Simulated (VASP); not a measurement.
FeSi (series), 8 atoms in the cell. Symmetry: P2_13, No. 198, cubic system. The conventional cell has a = 4.551 Å, b = 4.551 Å, c = 4.551 Å, α = 90.00°, β = 90.00°, γ = 90.00°. Fe (site symmetry 3) has 7 Si at 2.32 to 2.55 Å and 6 Fe at 2.79 Å within 3.1 Å. Si (site symmetry 3) has 7 Fe at 2.32 to 2.55 Å and 6 Si at 2.82 Å within 3.1 Å. 

```yaml
Program: VASP 6.6.1
Task: single point
Functional: PBE
Potentials_or_basis: VASP PAW PBE potentials, release 64 (Fe, Si)
Cutoff: 520 eV
k_mesh: 6 × 6 × 6
Occupations: gaussian, width 0.01 eV
Spin: no spin polarisation
Dipole_correction: no
Further_INCAR_settings: ALGO = Normal; EDIFF = 1e-06; NBANDS = 34
```

Potentials or basis: VASP PAW PBE potentials, release 64 (Fe, Si).

Launch:

```bash
$ cat potpaw_PBE.64/Fe/POTCAR potpaw_PBE.64/Si/POTCAR > POTCAR
$ mpirun -np 1 vasp_std > vasp.out
```

Hardware: 1 thread of Intel(R) Xeon(R) Platinum 8488C (Sapphire Rapids) (shared host).

Task: Estimate the wall time of this run.

Result: Run time: 50 s on 1 thread of Intel(R) Xeon(R) Platinum 8488C (Sapphire Rapids) (shared host), peak memory 0.23 GiB. Counts: scf iterations 15, k points 24.
